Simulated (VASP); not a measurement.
The system is CdSe (Cadmoselite).

```
CELL_PARAMETERS angstrom
4.35659 0.00000 0.00000
-2.17829 3.77291 0.00000
0.00000 0.00000 7.11238
ATOMIC_POSITIONS crystal
Cd 0.66667 0.33333 0.50000
Cd 0.33333 0.66667 0.00000
Se 0.66667 0.33333 0.88500
Se 0.33333 0.66667 0.38500
```

Program: VASP 6.6.1. Alike in all runs: task single point; no spin polarisation; cell as given; k mesh 7 × 7 × 4; cutoff (eV) 520; smearing fermi-dirac 0.05 eV.

Order these runs on this cell by their band gap on the k mesh, lowest first.
A. level RPBE+D4; potentials or basis VASP PAW PBE potentials, release 64 (Cd, Se)
B. level LDA; potentials or basis VASP PAW LDA potentials, release 64 (Cd, Se)
C. level r2SCAN; potentials or basis VASP PAW PBE potentials, release 64 (Cd, Se)
D. level PBE exchange alone; potentials or basis VASP PAW PBE potentials, release 64 (Cd, Se)

B (0.38 eV), D (0.57 eV), A (0.79 eV), C (1.09 eV).
